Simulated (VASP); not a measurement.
# MgB2 (P6/mmm) in VASP: further runs

The runs below take MgB2 through electric field gradients, with LDA, r2SCAN.

All numbers are computed with VASP 6.6.1; they aren't measurements. Logs are shortened: lines on timing, memory, paths and dates and some standing lists are left out, and cuts for length are marked.

## Step 1: The cell of the first run

Symmetry: P6/mmm, No. 191, hexagonal system. Conventional cell: a = 3.085 Å, b = 3.085 Å, c = 3.523 Å, α = 90.00°, β = 90.00°, γ = 120.00°. Within 3.3 Å of Mg (site symmetry 6/mmm) lie 12 B at 2.51 Å and 6 Mg at 3.08 to 3.09 Å. Within 2.4 Å of B (site symmetry -6m2) lie 3 B at 1.78 Å.

## Step 2: Electric field gradients, LDA

INCAR

```
  PREC = Accurate
  ENCUT = 520
  EDIFF = 1E-8
  ISMEAR = -1
  SIGMA = 0.05
  LREAL = False
  LASPH = True
  NELM = 80
  ALGO = Normal
  ISIF = 2
  LWAVE = False
  LCHARG = False
  LEFG = True
  NBANDS = 11
```

KPOINTS

```
Automatic mesh
0
Gamma
  17 17 13
```

POSCAR

```
MgB2
1.0
    3.0850000000      0.0000000000      0.0000000000
   -1.5425000000      2.6716883707      0.0000000000
    0.0000000000      0.0000000000      3.5230000000
Mg B
1 2
Direct
    0.0000000000      0.0000000000      0.0000000000
    0.3333333333      0.6666666667      0.5000000000
    0.6666666667      0.3333333333      0.5000000000
```

Potentials or basis: VASP PAW LDA potentials, release 64 (Mg, B).

Run with:

```console
> cat potpaw_LDA.64/Mg/POTCAR potpaw_LDA.64/B/POTCAR > POTCAR
> mpirun -np 1 vasp_std > vasp.out
```

OUTCAR:

```text
PREC = Accurate
   ENCUT = 520
   EDIFF = 1E-8
   ISMEAR = -1
   LREAL = False
   LASPH = True
   NELM = 80
   ISIF = 2

 ion  position               nearest neighbor table
   1  0.000  0.000  0.000-   2 2.51   3 2.51   2 2.51   3 2.51   3 2.51   3 2.51   2 2.51   2 2.51
                             3 2.51   3 2.51   2 2.51   2 2.51
   2  0.333  0.667  0.500-   3 1.78   3 1.78   3 1.78   1 2.51   1 2.51   1 2.51   1 2.51   1 2.51
                             1 2.51
   3  0.667  0.333  0.500-   2 1.78   2 1.78   2 1.78   1 2.51   1 2.51   1 2.51   1 2.51   1 2.51
                             1 2.51

  LATTYP: Found a hexagonal cell.
 ALAT       =     3.0850000000
 C/A-ratio  =     1.1419773096

  Lattice vectors:

 A1 = (   3.0850000000,   0.0000000000,   0.0000000000)
 A2 = (  -1.5425000000,   2.6716883707,   0.0000000000)
 A3 = (   0.0000000000,   0.0000000000,   3.5230000000)

Analysis of symmetry for initial positions (statically):
=====================================================================
 Subroutine PRICEL returns:
 Original cell was already a primitive cell.

 Routine SETGRP: Setting up the symmetry group for a
 hexagonal supercell.

 Subroutine GETGRP returns: Found 24 space group operations
 (whereof 24 operations were pure point group operations)
 out of a pool of 24 trial point group operations.

The static configuration has the point symmetry D_6h.

Analysis of symmetry for dynamics (positions and initial velocities):
=====================================================================
 Subroutine PRICEL returns:
 Original cell was already a primitive cell.

 Routine SETGRP: Setting up the symmetry group for a
 hexagonal supercell.

 Subroutine GETGRP returns: Found 24 space group operations
 (whereof 24 operations were pure point group operations)
 out of a pool of 24 trial point group operations.

The dynamic configuration has the point symmetry D_6h.

 Subroutine INISYM returns: Found 24 space group operations
 (whereof 24 operations are pure point group operations),
 and found     1 'primitive' translations

----------------------------------------------------------------------------------------

                                     Primitive cell

  volume of cell :      29.0371

  direct lattice vectors                    reciprocal lattice vectors
     3.085000000  0.000000000  0.000000000     0.324149109  0.187147575  0.000000000
    -1.542500000  2.671688371  0.000000000     0.000000000  0.374295150  0.000000000
     0.000000000  0.000000000  3.523000000     0.000000000  0.000000000  0.283848992

  length of vectors
     3.085000000  3.085000000  3.523000000     0.374295150  0.374295150  0.283848992

  position of ions in fractional coordinates (direct lattice)
     0.000000000  0.000000000  0.000000000
     0.333333333  0.666666667  0.500000000
     0.666666667  0.333333333  0.500000000

  ion indices of the primitive-cell ions
   primitive index   ion index
                 1           1
                 2           2
                 3           3

----------------------------------------------------------------------------------------

 KPOINTS: Automatic mesh

Automatic generation of k-mesh.
 Grid dimensions read from file:
 generate k-points for:   17   17   13

 Generating k-lattice:

  Cartesian coordinates                     Fractional coordinates (reciprocal lattice)
     0.019067595  0.011008681  0.000000000     0.058823529  0.000000000  0.000000000
     0.000000000  0.022017362  0.000000000     0.000000000  0.058823529  0.000000000
     0.000000000  0.000000000  0.021834538     0.000000000  0.000000000  0.076923077

  Length of vectors
     0.022017362  0.022017362  0.021834538

  Shift w.r.t. Gamma in fractional coordinates (k-lattice)
     0.000000000  0.000000000  0.000000000

 Subroutine IBZKPT returns following result:
 ===========================================

 Found    231 irreducible k-points:

 Following reciprocal coordinates:
            Coordinates               Weight
  0.000000  0.000000  0.000000      1.000000
  0.058824 -0.000000  0.000000      6.000000
  0.117647 -0.000000  0.000000      6.000000
  0.176471  0.000000  0.000000      6.000000
  0.235294 -0.000000  0.000000      6.000000
  0.294118 -0.000000  0.000000      6.000000
[... 16 lines left out ...]
  0.411765  0.117647  0.000000     12.000000
  0.176471  0.176471  0.000000      6.000000
 [... further k-points ...]
   k-points           NKPTS =    231   k-points in BZ     NKDIM =    231   number of bands    NBANDS=     11
   number of dos      NEDOS =    301   number of ions     NIONS =      3
   total plane-waves  NPLWV =  16128
   dimension x,y,z NGX =    24 NGY =   24 NGZ =   28
   dimension x,y,z NGXF=    48 NGYF=   48 NGZF=   56
   ions per type =               1   2
   NGX,Y,Z   is equivalent  to a cutoff of  12.93, 12.93, 13.21 a.u.
   NGXF,Y,Z  is equivalent  to a cutoff of  25.87, 25.87, 26.43 a.u.
 SYSTEM =  unknown system
   PREC   = accura    normal or accurate (medium, high low for compatibility)
   ISTART =      0    job   : 0-new  1-cont  2-samecut
   ICHARG =      2    charge: 1-file 2-atom 10-const
   ISPIN  =      1    spin polarized calculation?
   LNONCOLLINEAR =      F non collinear calculations
   LSORBIT =      F    spin-orbit coupling
   LASPH  =      T    aspherical Exc in radial PAW
   ENCUT  =  520.0 eV  38.22 Ry    6.18 a.u.   5.74  5.74  6.55*2*pi/ulx,y,z
   NELM   =     80;   NELMIN=  2; NELMDL= -5     # of ELM steps
   EDIFF  = 0.1E-07   stopping-criterion for ELM
   LREAL  =      F    real-space projection
   EDIFFG = 0.1E-06   stopping-criterion for IOM
   NSW    =      0    number of steps for IOM
   IBRION =     -1    ionic relax: 0-MD 1-quasi-New 2-CG
   NFREE  =      0    steps in history (QN), initial steepest desc. (CG)
   ISIF   =      2    stress and relaxation
   ISYM   =      2    0-nonsym 1-usesym 2-fastsym
   POTIM  = 0.5000    time-step for ionic-motion
   TEBEG  =    0.0;   TEEND  =   0.0 temperature during run
   PSTRESS=    0.0 pullay stress
   NELECT =       8.0000    total number of electrons
   NUPDOWN=      -1.0000    fix difference up-down
   EMIN   =  10.00;   EMAX   =-10.00  energy-range for DOS
   EFERMI =   0.00;   METHOD = LEGACY
   ISMEAR =    -1;   SIGMA  =   0.05  broadening in eV -4-tet -1-fermi 0-gaus
   EFERMI_NEDOS =   21; number of points for ismear=-14 and -15
   IALGO  =     38    algorithm
   IMIX   =      4    mixing-type and parameters
     AMIX     =   0.40;   BMIX     =  1.00
     AMIX_MAG =   1.60;   BMIX_MAG =  1.00
  volume/ion in A,a.u.               =       9.68        65.32
  Fermi-wavevector in a.u.,A,eV,Ry     =   1.065255  2.013040 15.439462  1.134768
  Thomas-Fermi vector in A             =   2.200801
   LORBIT       =      0    0 simple, 1 ext, 2 COOP (PROOUT), +10 PAW based schemes
   GGA     = CA    functional components
   LHFCALC =     F    Hartree Fock is set to
   AEXX    =    0.0000 exact exchange contribution
   IVDW    =     0    specifies the selected vdW correction
   LEPSILON=     F    determine dielectric tensor
   LRPA    =     F    only Hartree local field effects (RPA)
 non-spin polarized calculation
  energy-cutoff  :      520.00
  volume of cell :       29.04
 maximum number of plane-waves:       796
 NGX is ok and might be reduce to    24
   NGX = 11   NGY = 11   NGZ = 13

 number of electron       8.0000000 magnetization

 Free energy of the ion-electron system (eV)
  ---------------------------------------------------
  ext. energy  EPLUGINS =         0.00000000
  ---------------------------------------------------
  free energy    TOTEN  =       -17.25007648 eV

  energy without entropy =      -17.24442423  energy(sigma->0) =      -17.24725035

 E-fermi :   5.1763     XC(G=0): -11.0948

 val. band max:        5.1455655204   @ k =   0.4706   0.0588   0.0769
 cond. band min:       5.1788134695   @ k =   0.0588   0.0588   0.4615
 fundamental gap:      0.0332479491
 Fermi energy:         5.1762771402

 k-point     1 :       0.0000    0.0000    0.0000
  band No.  band energies     occupation
      1      -7.0779      2.00000
      2       2.2849      2.00000
      3       5.5618      0.00090
      4       5.5618      0.00090
      5       6.8616      0.00000
      6      11.4746      0.00000
      7      11.4746      0.00000
      8      13.4282      0.00000
      9      15.0253      0.00000
     10      17.7317      0.00000
     11      21.2165      0.00000

 k-point     2 :       0.0588   -0.0000    0.0000
  band No.  band energies     occupation
      1      -7.0181      2.00000
      2       2.3434      2.00000
      3       5.2531      0.35400
      4       5.4145      0.01691
      5       6.9140      0.00000
      6      11.4423      0.00000
      7      11.7420      0.00000
      8      13.5459      0.00000
      9      14.8163      0.00000
     10      18.0369      0.00000
     11      20.9074      0.00000

 k-point     3 :       0.1176   -0.0000    0.0000
  band No.  band energies     occupation
      1      -6.8390      2.00000
      2       2.5183      2.00000
      3       4.4483      2.00000
      4       5.0436      1.86854
      5       7.0775      0.00000
      6      11.2717      0.00000
      7      12.4707      0.00000
      8      13.8944      0.00000
      9      14.2238      0.00000
     10      18.8610      0.00000
     11      20.2368      0.00000

 k-point     4 :       0.1765    0.0000    0.0000
  band No.  band energies     occupation
      1      -6.5417      2.00000
      2       2.8076      2.00000
      3       3.3703      2.00000
      4       4.5786      1.99999
      5       7.3503      0.00000
      6      10.9680      0.00000
      7      13.3355      0.00000
      8      13.5216      0.00000
      9      14.2928      0.00000
     10      19.5965      0.00000
     11      19.9673      0.00000
[... 239 lines left out ...]
 k-point    22 :       0.3529    0.1176    0.0000
  band No.  band energies     occupation
      1      -4.0583      2.00000
      2      -1.1656      2.00000
      3       2.2034      2.00000
      4       5.0673      1.79693
      5       8.9267      0.00000
      6       9.5812      0.00000
      7      10.8437      0.00000
      8      12.9259      0.00000
      9      16.0294      0.00000
     10      17.6280      0.00000
     11      18.5585      0.00000

 k-point    23 :       0.4118    0.1176    0.0000
  band No.  band energies     occupation
      1      -3.2706      2.00000
      2      -2.1318      2.00000
      3       2.0854      2.00000
      4       5.5476      0.00119
      5       8.2726      0.00000
      6      10.0465      0.00000
      7      10.6699      0.00000
      8      12.5282      0.00000
      9      15.8497      0.00000
     10      17.7665      0.00000
     11      19.3924      0.00000

 k-point    24 :       0.1765    0.1765    0.0000
  band No.  band energies     occupation
      1      -5.4843      2.00000
      2       1.4338      2.00000
      3       2.4328      2.00000
      4       3.8245      2.00000
      5       8.4337      0.00000
      6      11.0635      0.00000
      7      12.3082      0.00000
      8      12.6718      0.00000
      9      15.9729      0.00000
     10      16.7285      0.00000
     11      18.4270      0.00000

 [... further k-points ...]
[... 5 lines left out ...]
  --------------------------------------------------------------------------------------
  -------------------------------------------------------------------------------------
  Total       -1.6131239     -1.6131239     -1.2272285      0.0000000      0.0000000      0.0000000
  in kB      -89.0071085    -89.0071085    -67.7146108      0.0000000      0.0000000      0.0000000
  external PRESSURE =     -81.9096093 kB  Pullay stress =       0.0000000 kB

 VOLUME and BASIS-vectors are now :
 -----------------------------------------------------------------------------
  energy-cutoff  :      520.00
  volume of cell :       29.04
      direct lattice vectors                 reciprocal lattice vectors
     3.085000000  0.000000000  0.000000000     0.324149109  0.187147575  0.000000000
    -1.542500000  2.671688371  0.000000000     0.000000000  0.374295150  0.000000000
     0.000000000  0.000000000  3.523000000     0.000000000  0.000000000  0.283848992

 POSITION                                       TOTAL-FORCE (eV/Angst)
 -----------------------------------------------------------------------------------
      0.00000      0.00000      0.00000         0.000000      0.000000      0.000000
     -0.00000      1.78113      1.76150         0.000000     -0.000000      0.000000
      1.54250      0.89056      1.76150        -0.000000      0.000000     -0.000000
 -----------------------------------------------------------------------------------
    total drift:                                0.000000     -0.000000      0.000000

  FREE ENERGIE OF THE ION-ELECTRON SYSTEM (eV)
  ---------------------------------------------------
  free  energy   TOTEN  =       -17.2500764761 eV

  energy  without entropy=      -17.2444242262  energy(sigma->0) =      -17.24725035

 Electric field gradients (V/A^2)
---------------------------------------------------------------------
 ion       V_xx      V_yy      V_zz      V_xy      V_xz      V_yz
---------------------------------------------------------------------
   1       0.283     0.283    -0.566    -0.000     0.000    -0.000
   2      -9.835    -9.835    19.669     0.000     0.000     0.000
   3      -9.835    -9.835    19.669     0.000     0.000     0.000
---------------------------------------------------------------------

 Electric field gradients after diagonalization (V/A^2)
 (convention: |V_zz| > |V_xx| > |V_yy|)
----------------------------------------------------------------------
 ion       V_xx      V_yy      V_zz     asymmetry (V_yy - V_xx)/ V_zz
----------------------------------------------------------------------
   1       0.283     0.283    -0.566       0.000
   2      -9.835    -9.835    19.669       0.000
   3      -9.835    -9.835    19.669       0.000
----------------------------------------------------------------------

           NMR quadrupolar parameters

 Cq : quadrupolar parameter    Cq=e*Q*V_zz/h
 eta: asymmetry parameters     (V_yy - V_xx)/ V_zz
 Q  : nuclear electric quadrupole moment in mb (millibarn)
----------------------------------------------------------------------
 ion       Cq(MHz)       eta       Q (mb)
----------------------------------------------------------------------
   1      -0.001       0.000       1.000
   2       0.048       0.000       1.000
   3       0.048       0.000       1.000
----------------------------------------------------------------------
```

Wall time 63 s (1 thread of Intel Xeon 8259CL, shared host); peak memory 0.2 GiB.

What came out:

```
Free energy                             : -17.2501 eV
Pressure                                : -8.2 GPa
Band gap on the k mesh                  : zero (bands 4 and 5 overlap by 3.08 eV)
Largest electric field gradient by atom : Mg -0.6; B +19.7 V/Å²
```

Electric field gradients, principal values (V/Å²):
```tsv
atom	least	middle	greatest (by size)
1 Mg	0.283	0.283	-0.566
2 B	-9.835	-9.835	19.669
3 B	-9.835	-9.835	19.669
```

Caveat: the cell stands under tension; without QUAD_EFG the Cq values of the log hold for a quadrupole moment of 1 mb, not for the nuclei.

[end of part 1 of 2]

The gap in the log of VASP goes by the Fermi energy; the results here count the filled bands.